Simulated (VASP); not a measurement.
# C in VASP: notebook

Runs on C. Level: PBEsol. Tasks: relaxation of cell and atoms, single point.

Program: VASP 6.6.1. These are calculated values, not measurements. Logs are shortened: lines on timing, memory, paths and dates and some standing lists are left out, and cuts for length are marked.

## 1. The cell of the first run

The cell holds a slab with vacuum, 2 atoms: a = 2.459 Å, b = 2.459 Å, c = 8.523 Å, α = 90.00°, β = 90.00°, γ = 120.00°.

## 2. Relaxation of cell and atoms, PBEsol, target pressure 5 GPa, at which the enthalpy is minimised

INCAR

```
  PREC = Accurate
  ENCUT = 800
  EDIFF = 1E-7
  ISMEAR = -1
  SIGMA = 0.15
  LREAL = F
  LASPH = T
  NELM = 300
  ALGO = All
  ISIF = 3
  LWAVE = F
  LCHARG = F
  GGA = PS
  IBRION = 2
  NSW = 80
  EDIFFG = -0.001
  PSTRESS = 50.0
  GGA_COMPAT = F
  NELMIN = 4
  ISEARCH = 1
  KPAR = 4
```

KPOINTS

```
Automatic mesh
0
Gamma
  18 18 6
```

POSCAR

```
C
1.0
    2.4588140218      0.0000000000      0.0000000000
   -1.2294070109      2.1293954061      0.0000000000
    0.0000000000      0.0000000000      8.5228814217
C
2
Direct
    0.3333333333      0.6666666667      0.0000000000
    0.6666666667      0.3333333333      0.0000000000
```

Potentials or basis: VASP PAW PBE potentials, release 64 (C).

Started as:

```console
> cat potpaw_PBE.64/C/POTCAR > POTCAR
> mpirun -np 4 vasp_std > vasp.out
```

OUTCAR:

```text
PREC = Accurate
   ENCUT = 800
   EDIFF = 1E-7
   ISMEAR = -1
   LREAL = F
   LASPH = T
   NELM = 300
   ISIF = 3
   GGA = PS
   IBRION = 2
   NSW = 80
   EDIFFG = -0.001
   PSTRESS = 50.0
   NELMIN = 4

 ion  position               nearest neighbor table
   1  0.333  0.667  0.000-   2 1.42   2 1.42   2 1.42
   2  0.667  0.333  0.000-   1 1.42   1 1.42   1 1.42

  LATTYP: Found a hexagonal cell.
 ALAT       =     2.4588140218
 C/A-ratio  =     3.4662570435

  Lattice vectors:

 A1 = (   2.4588140218,   0.0000000000,   0.0000000000)
 A2 = (  -1.2294070109,   2.1293954061,   0.0000000000)
 A3 = (   0.0000000000,   0.0000000000,   8.5228814217)

Analysis of symmetry for initial positions (statically):
=====================================================================
 Subroutine PRICEL returns:
 Original cell was already a primitive cell.

 Routine SETGRP: Setting up the symmetry group for a
 hexagonal supercell.

 Subroutine GETGRP returns: Found 24 space group operations
 (whereof 24 operations were pure point group operations)
 out of a pool of 24 trial point group operations.

The static configuration has the point symmetry D_6h.

Analysis of symmetry for dynamics (positions and initial velocities):
=====================================================================
 Subroutine PRICEL returns:
 Original cell was already a primitive cell.

 Routine SETGRP: Setting up the symmetry group for a
 hexagonal supercell.

 Subroutine GETGRP returns: Found 24 space group operations
 (whereof 24 operations were pure point group operations)
 out of a pool of 24 trial point group operations.

The dynamic configuration has the point symmetry D_6h.

 Subroutine INISYM returns: Found 24 space group operations
 (whereof 24 operations are pure point group operations),
 and found     1 'primitive' translations

----------------------------------------------------------------------------------------

                                     Primitive cell

  volume of cell :      44.6240

  direct lattice vectors                    reciprocal lattice vectors
     2.458814022  0.000000000  0.000000000     0.406700137  0.234808434  0.000000000
[... 77 lines left out ...]
   PREC   = accura    normal or accurate (medium, high low for compatibility)
   ISTART =      0    job   : 0-new  1-cont  2-samecut
   ICHARG =      2    charge: 1-file 2-atom 10-const
   ISPIN  =      1    spin polarized calculation?
   LNONCOLLINEAR =      F non collinear calculations
   LSORBIT =      F    spin-orbit coupling
   LASPH  =      T    aspherical Exc in radial PAW
   ENCUT  =  800.0 eV  58.80 Ry    7.67 a.u.   5.67  5.67 19.66*2*pi/ulx,y,z
   NELM   =    300;   NELMIN=  4; NELMDL= -5     # of ELM steps
   EDIFF  = 0.1E-06   stopping-criterion for ELM
   LREAL  =      F    real-space projection
   EDIFFG = -.1E-02   stopping-criterion for IOM
   NSW    =     80    number of steps for IOM
   IBRION =      2    ionic relax: 0-MD 1-quasi-New 2-CG
   NFREE  =      1    steps in history (QN), initial steepest desc. (CG)
   ISIF   =      3    stress and relaxation
   ISYM   =      2    0-nonsym 1-usesym 2-fastsym
   POTIM  = 0.5000    time-step for ionic-motion
   TEBEG  =    0.0;   TEEND  =   0.0 temperature during run
   PSTRESS=   50.0 pullay stress
   NELECT =       8.0000    total number of electrons
   NUPDOWN=      -1.0000    fix difference up-down
   EMIN   =  10.00;   EMAX   =-10.00  energy-range for DOS
   EFERMI =   0.00;   METHOD = LEGACY
   ISMEAR =    -1;   SIGMA  =   0.15  broadening in eV -4-tet -1-fermi 0-gaus
   EFERMI_NEDOS =   21; number of points for ismear=-14 and -15
   IALGO  =     58    algorithm
   IMIX   =      4    mixing-type and parameters
     AMIX     =   0.40;   BMIX     =  1.00
     AMIX_MAG =   1.60;   BMIX_MAG =  1.00
  volume/ion in A,a.u.               =      22.31       150.57
  Fermi-wavevector in a.u.,A,eV,Ry     =   0.923100  1.744406 11.593706  0.852113
  Thomas-Fermi vector in A             =   2.048699
   LORBIT       =      0    0 simple, 1 ext, 2 COOP (PROOUT), +10 PAW based schemes
   GGA     = PS    functional components
   LHFCALC =     F    Hartree Fock is set to
   AEXX    =    0.0000 exact exchange contribution
   IVDW    =     0    specifies the selected vdW correction
   LEPSILON=     F    determine dielectric tensor
   LRPA    =     F    only Hartree local field effects (RPA)
 conjugate gradient relaxation of ions
 non-spin polarized calculation
  energy-cutoff  :      800.00
  volume of cell :       44.62
 maximum number of plane-waves:      2319
 NGX is ok and might be reduce to    24
   NGX = 11   NGY = 11   NGZ = 39

--------------------------------------- Ionic step        1  -------------------------------------------

 number of electron       8.0000000 magnetization

 Free energy of the ion-electron system (eV)
  ---------------------------------------------------
  ext. energy  EPLUGINS =         0.00000000
  ---------------------------------------------------
  free energy    TOTEN  =       -19.30114835 eV

  energy without entropy =      -19.29814707  energy(sigma->0) =      -19.29964771

------------------------ aborting loop because EDIFF is reached ----------------------------------------

  FORCE on cell =-STRESS in cart. coord.  units (eV):
  Direction    XX          YY          ZZ          XY          YZ          ZX
  --------------------------------------------------------------------------------------
  -------------------------------------------------------------------------------------
  Total        0.0521418      0.0521418     -0.0213074     -0.0000000     -0.0000000      0.0000000
  in kB        1.8720951      1.8720951     -0.7650203     -0.0000000     -0.0000000      0.0000000
  external PRESSURE =     -49.0069434 kB  Pullay stress =      50.0000000 kB
[... 907 lines left out ...]
 k-point    24 :       0.3889    0.1111    0.0000
  band No.  band energies     occupation
      1     -12.1275      2.00000
      2      -9.5151      2.00000
      3      -4.5247      2.00000
      4       0.3371      2.00000
      5       5.0975      0.00000
      6      11.5617      0.00000
      7      12.1817      0.00000
      8      15.3197      0.00000

 [... further k-points ...]

[... ionic steps 4 to 19 ...]

--------------------------------------- Ionic step       20  -------------------------------------------

 number of electron       7.9999999 magnetization

------------------------ aborting loop because EDIFF is reached ----------------------------------------
[... 71 lines left out ...]
--------------------------------------- Ionic step       22  -------------------------------------------

 number of electron       7.9999999 magnetization

 Free energy of the ion-electron system (eV)
  ---------------------------------------------------
  ext. energy  EPLUGINS =         0.00000000
  ---------------------------------------------------
  free energy    TOTEN  =       -19.27019679 eV

  energy without entropy =      -19.26553533  energy(sigma->0) =      -19.26786606

 E-fermi :   4.8922     XC(G=0): -10.6771

 val. band max:        4.7793046460   @ k =   0.3333   0.2778   0.0000
 cond. band min:       5.0593059106   @ k =   0.3333   0.2778   0.5000
 fundamental gap:      0.2800012646
 Fermi energy:         4.8921952423
[... 297 lines left out ...]
  energy  without entropy=      -19.2655353719  energy(sigma->0) =      -19.26786608

  enthalpy is  TOTEN    =       -18.7346914111 eV   P V=        0.5355053806

 reached required accuracy - stopping structural energy minimisation
```

OSZICAR:

```text
N       E                     dE             d eps       ncg     rms           ort
DAV:   1     0.397117263236E+02    0.39712E+02   -0.48221E+03  1184   0.120E+03
DAV:   2    -0.183062999218E+02   -0.58018E+02   -0.52642E+02  1184   0.154E+02
DAV:   3    -0.205722517018E+02   -0.22660E+01   -0.22635E+01  1184   0.417E+01
[... 528 lines left out ...]
CGA:   2    -0.192701823633E+02   -0.14120E-03   -0.14119E-03  1184   0.344E-04   0.558E-06
CGA:   3    -0.192701954485E+02   -0.13085E-04   -0.13079E-04  1184   0.285E-05  -0.191E-06
CGA:   4    -0.192701966105E+02   -0.11620E-05   -0.11622E-05  1184   0.312E-06   0.231E-06
CGA:   5    -0.192701967636E+02   -0.15306E-06   -0.15097E-06  1184   0.488E-07   0.501E-07
CGA:   6    -0.192701967917E+02   -0.28171E-07   -0.27867E-07  1184   0.629E-08   0.270E-08
  22 F= -.18734691E+02 E0= -.18732361E+02  d E =-.794161E-06
```

CONTCAR:

```text
C
   1.00000000000000
     2.4491747985618399   -0.0000000000000000   -0.0000000000000000
    -1.2245873992809200    2.1210475939647884   -0.0000000000000000
    -0.0000000000000000    0.0000000000000000    3.3031950663799519
  C
     2
Direct
     0.3333333332999970    0.6666666667000030    0.0000000000000000
     0.6666666667000030    0.3333333332999970    0.0000000000000000

  0.00000000E+00  0.00000000E+00  0.00000000E+00
  0.00000000E+00  0.00000000E+00  0.00000000E+00
```

Run time: 17 min. Hardware: 4 MPI ranks of Intel Xeon Platinum 8259CL at 2.50GHz (Skylake/Cascade Lake), shared host; peak memory 0.38 GiB.

Results:

* Free energy: -19.2702 eV
* Relaxed volume: 8.58 Å³/atom
* Relaxed cell: a = 2.449 Å, b = 2.449 Å, c = 3.303 Å, α = 90.00°, β = 90.00°, γ = 120.00°
* Space group after relaxing (to 0.1 Å): P6/mmm (No. 191)
* Energy change on relaxing (the run minimises the enthalpy): +15.5 meV/atom
* Ionic steps: 22
* Band gap on the k mesh: zero (bands 4 and 5 overlap by 1.50 eV)

Step by step:
```csv
step,energy change (eV),largest force (eV/Å),pressure (GPa),volume (Å³)
1,0.0000,0.0000,0.10,44.62
2,0.1607,0.0000,13.15,40.36
3,0.0279,0.0000,5.02,42.79
4,0.0239,0.0000,4.93,41.01
5,0.0145,0.0000,4.58,35.61
6,0.0007,0.0000,3.46,24.65
7,569.4068,0.0000,37187.26,2.04
8,0.0003,0.0000,3.40,24.28
9,0.5626,0.0000,16.44,13.27
10,-0.0018,0.0000,3.10,22.35
11,0.0144,0.0000,2.90,17.83
12,0.0761,0.0000,4.33,16.23
13,0.0267,0.0000,3.16,17.32
14,0.0455,0.0000,3.60,16.80
15,0.1393,0.0000,28.01,16.22
16,0.0464,0.0000,5.87,16.74
17,0.0464,0.0000,5.96,16.73
18,0.0370,0.0000,5.36,16.98
19,0.0305,0.0000,4.91,17.17
20,0.0309,0.0000,4.94,17.16
21,0.0315,0.0000,5.57,17.15
22,0.0310,0.0000,5.00,17.16
```

Final structure:
```
CELL_PARAMETERS angstrom
2.44917 0.00000 0.00000
-1.22459 2.12105 0.00000
0.00000 0.00000 3.30320
ATOMIC_POSITIONS crystal
C 0.33333 0.66667 0.00000
C 0.66667 0.33333 0.00000
```

Caveat: the cell is relaxed towards a set pressure, so the run minimises the enthalpy, not the energy; the volume moved by over 15 % at a fixed basis, so the end points are rough; there is no dipole correction, which matters where the two faces differ; the relaxation moved the vacuum too, so the length across it says nothing of the material; the PAW data sets were made with another functional, which shifts forces and pressure a little.

## 3. Single point, PBEsol (strained and its atoms moved)

INCAR

```
SYSTEM = C
PREC = Accurate ; ENCUT = 520
EDIFF = 1E-7 ; ISMEAR = 0
SIGMA = 0.1 ; LREAL = .FALSE.
LASPH = .TRUE. ; NELM = 100
ALGO = Normal ; ISIF = 2
LWAVE = .FALSE. ; LCHARG = .FALSE.
GGA = PS ; NBANDS = 11
```

KPOINTS

```
regular mesh
0
G
  18 18 6
  0 0 0
```

POSCAR

```
C
1.0
    2.3520531090      0.0000000000      0.0000000000
   -1.1760265545      2.0414684787      0.0083595256
    0.0000000000      0.0334985472      8.4273139060
C
2
Direct
    0.3289666674      0.6579333449     -0.0066932308
    0.6710333326      0.3420666551      0.0066932308
```

Potentials or basis: VASP PAW PBE potentials, release 64 (C).

Started as:

```console
> cat potpaw_PBE.64/C/POTCAR > POTCAR
> mpirun -np 1 vasp_std > vasp.out
```

OUTCAR:

```text
SYSTEM = C
   PREC = Accurate
   ENCUT = 520
   EDIFF = 1E-7
   ISMEAR = 0
   LREAL = .FALSE.
   LASPH = .TRUE.
   NELM = 100
   ISIF = 2
   GGA = PS

 ion  position               nearest neighbor table
   1  0.329  0.658  0.993-   2 1.35   2 1.35   2 1.40
   2  0.671  0.342  0.007-   1 1.35   1 1.35   1 1.40

  LATTYP: Found a base centered monoclinic cell.
 ALAT       =     4.0829711883
 B/A-ratio  =     0.5760640966
 C/A-ratio  =     2.0640313378
 COS(beta)  =    -0.0080697246

  Lattice vectors:

 A1 = (  -1.1760265545,  -2.0414684787,  -0.0083595256)
 A2 = (   1.1760265545,  -2.0414684787,  -0.0083595256)
 A3 = (   0.0000000000,   0.0334985472,   8.4273139060)

Analysis of symmetry for initial positions (statically):
=====================================================================
 Subroutine PRICEL returns:
 Original cell was already a primitive cell.

 Routine SETGRP: Setting up the symmetry group for a
 base centered monoclinic supercell.

 Subroutine GETGRP returns: Found  4 space group operations
 (whereof  4 operations were pure point group operations)
 out of a pool of  4 trial point group operations.

[... 173 lines left out ...]
      2      -8.7604      2.00000
      3      -3.5525      2.00000
      4      -2.3348      2.00000
      5       2.4611      0.00000
      6       4.9630      0.00000
      7       6.3609      0.00000
      8       8.2575      0.00000
      9       9.8897      0.00000
     10      12.6882      0.00000
     11      13.4025      0.00000
[... 309 lines left out ...]
 k-point    24 :      -0.2778    0.0556   -0.0000
  band No.  band energies     occupation
      1     -19.1078      2.00000
      2      -7.9563      2.00000
      3      -6.6890      2.00000
      4      -5.2385      2.00000
      5       4.6637      0.00000
      6       7.1159      0.00000
      7       7.4188      0.00000
      8       9.2053      0.00000
      9       9.6052      0.00000
     10      14.0940      0.00000
     11      15.3003      0.00000

 [... further k-points ...]

------------------------ aborting loop because EDIFF is reached ----------------------------------------

  FORCE on cell =-STRESS in cart. coord.  units (eV):
  Direction    XX          YY          ZZ          XY          YZ          ZX
  --------------------------------------------------------------------------------------
  -------------------------------------------------------------------------------------
  Total        7.6820183      5.7806923     -0.2158377      0.0000000     -0.2627694      0.0000000
  in kB      304.1683456    228.8856303     -8.5460625      0.0000000    -10.4043133      0.0000000
  external PRESSURE =     174.8359711 kB  Pullay stress =       0.0000000 kB

 VOLUME and BASIS-vectors are now :
 -----------------------------------------------------------------------------
  energy-cutoff  :      520.00
  volume of cell :       40.46
      direct lattice vectors                 reciprocal lattice vectors
     2.352053109  0.000000000  0.000000000     0.425160468  0.244925721 -0.000973579
    -1.176026554  2.041468479  0.008359526     0.000000000  0.489851442 -0.001947158
     0.000000000  0.033498547  8.427313906     0.000000000 -0.000485911  0.118663703

 POSITION                                       TOTAL-FORCE (eV/Angst)
 -----------------------------------------------------------------------------------
     -0.00000      1.37642      8.37641        -0.000000      2.539342      1.796987
      1.17603      0.69854      0.05927         0.000000     -2.539342     -1.796987
 -----------------------------------------------------------------------------------
    total drift:                                0.000000     -0.000000      0.000000

  FREE ENERGIE OF THE ION-ELECTRON SYSTEM (eV)
  ---------------------------------------------------
  free  energy   TOTEN  =       -18.8448034258 eV

  energy  without entropy=      -18.8448029511  energy(sigma->0) =      -18.84480319
```

OSZICAR:

```text
N       E                     dE             d eps       ncg     rms          rms(c)
DAV:   1     0.233511946946E+02    0.23351E+02   -0.37910E+03 11603   0.591E+02
DAV:   2    -0.189216937978E+02   -0.42273E+02   -0.39979E+02 15036   0.135E+02
DAV:   3    -0.206908135882E+02   -0.17691E+01   -0.17622E+01 14521   0.268E+01
DAV:   4    -0.207058890800E+02   -0.15075E-01   -0.15071E-01 15411   0.303E+00
DAV:   5    -0.207060101356E+02   -0.12106E-03   -0.12105E-03 15087   0.235E-01    0.751E+00
DAV:   6    -0.193604311821E+02    0.13456E+01   -0.10936E+00 13827   0.619E+00    0.436E+00
DAV:   7    -0.188534391039E+02    0.50699E+00   -0.14323E+00 13668   0.707E+00    0.118E+00
DAV:   8    -0.188451969599E+02    0.82421E-02   -0.40325E-02 13706   0.126E+00    0.242E-01
DAV:   9    -0.188441651521E+02    0.10318E-02   -0.84214E-04 14546   0.190E-01    0.172E-01
DAV:  10    -0.188430568022E+02    0.11083E-02   -0.76183E-03 12227   0.369E-01    0.155E-01
DAV:  11    -0.188436896537E+02   -0.63285E-03   -0.25903E-04 12774   0.945E-02    0.392E-02
DAV:  12    -0.188447089034E+02   -0.10192E-02   -0.24527E-04 12339   0.943E-02    0.275E-02
DAV:  13    -0.188447523903E+02   -0.43487E-04   -0.54465E-06 13117   0.160E-02    0.102E-02
DAV:  14    -0.188448027763E+02   -0.50386E-04   -0.21048E-06 11897   0.101E-02    0.934E-04
DAV:  15    -0.188448031218E+02   -0.34543E-06   -0.68117E-08 13117   0.196E-03    0.124E-03
DAV:  16    -0.188448034117E+02   -0.28994E-06   -0.33367E-08 12162   0.119E-03    0.237E-04
DAV:  17    -0.188448034258E+02   -0.14105E-07   -0.16463E-09 14514   0.267E-04
   1 F= -.18844803E+02 E0= -.18844803E+02  d E =-.474707E-06
```

stdout:

```text
POSCAR found type information on POSCAR C
 POSCAR found :  1 types and       2 ions
 scaLAPACK will be used
 -----------------------------------------------------------------------------
|                                                                             |
|                                                                             |
|     You enforced a specific xc type in the INCAR file but a different       |
|     I HOPE YOU KNOW WHAT YOU ARE DOING!                                     |
|                                                                             |
 -----------------------------------------------------------------------------

 LDA part: xc-table for (Slater+PW92), standard interpolation
 POSCAR, INCAR and KPOINTS ok, starting setup
 FFT: planning ... GRIDC
 FFT: planning ... GRID_SOFT
 FFT: planning ... GRID
 WAVECAR not read
 entering main loop
```

It took 3.2 min on 1 thread of Intel Xeon Platinum 8375C at 2.90GHz (Ice Lake), shared host; peak memory 0.29 GiB.

Results:

```yaml
Free_energy: -18.8448 eV
Largest_force: 3.111 eV/Å
```

Forces in eV/Å, atoms in the order of the input:
```
C    0.000  2.539  1.797
C    0.000 -2.539 -1.797
```

Caveat: the cell differs from its parent crystal (strained and its atoms moved); there is no dipole correction, which matters where the two faces differ; the PAW data sets were made with another functional, which shifts forces and pressure a little.

(Continued in part 2 of 2.)

The gap in the log of VASP goes by the Fermi energy; the results here count the filled bands.